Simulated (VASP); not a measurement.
Write the native input for VASP 6.6.1 that does the following.

* Task: single point
* Functional: PBEsol
* Potentials or basis: VASP PAW PBE potentials, release 64 (Rh_pv)
* Cutoff: 520 eV
* k mesh: 18 × 18 × 12
* Occupations: gaussian, width 0.15 eV
* Spin: no spin polarisation
* Dipole correction: no
* Further INCAR settings: ALGO = Fast; EDIFF = 1e-06; NBANDS = 22

The structure of Rh lies in POSCAR:

```
Rh
1.0
    2.4578811380      0.0000000000      0.0000000000
   -1.2289405690      2.3650972278      0.0000000000
    0.0000000000      0.0000000000      4.4284890000
Rh
2
Direct
    0.6666666667      0.3333333333      0.7500000000
    0.3333333333      0.6666666667      0.2500000000
```

This cell differs from its parent crystal: strain -0.1000 x Voigt [1, 0, 0, 0, 0, 0].

The input as run:

INCAR

```
SYSTEM = Rh
PREC     = Accurate       ! precision mode
ENCUT    = 520            ! plane-wave cutoff, eV
EDIFF    = 1E-6           ! SCF threshold, eV
ISMEAR   = 0              ! smearing method
SIGMA    = 0.15           ! smearing width, eV
LREAL    = .FALSE.        ! projectors in reciprocal space
LASPH    = .TRUE.         ! aspherical terms in the spheres
NELM     = 80             ! most SCF steps
ALGO     = Fast           ! electronic algorithm
ISIF     = 2              ! what is computed and relaxed
LWAVE    = .FALSE.        ! write WAVECAR
LCHARG   = .FALSE.        ! write CHGCAR
GGA      = PS             ! functional
NBANDS   = 22             ! bands
```

KPOINTS

```
Automatic mesh
0
G
  18 18 12
  0 0 0
```

Potentials or basis: VASP PAW PBE potentials, release 64 (Rh_pv).

Launch:

```console
$ cat potpaw_PBE.64/Rh_pv/POTCAR > POTCAR
$ mpirun -np 1 vasp_std > vasp.out
```

It gave:

| Item | Value |
| --- | --- |
| Pressure | 21.6 GPa |
| Largest force | 0.284 eV/Å |
| Band gap on the k mesh | zero (band 15 reaches 14.12 eV, above the bottom of band 16 at 11.10 eV) |

Caveat: the cell differs from its parent crystal (strain -0.1000 x Voigt [1, 0, 0, 0, 0, 0]); the PAW data sets were made with another functional, which shifts forces and pressure a little.

Wall time 4.1 min on 1 thread of Intel Xeon 6975P-C, with other jobs on the host, peak memory 0.37 GiB.
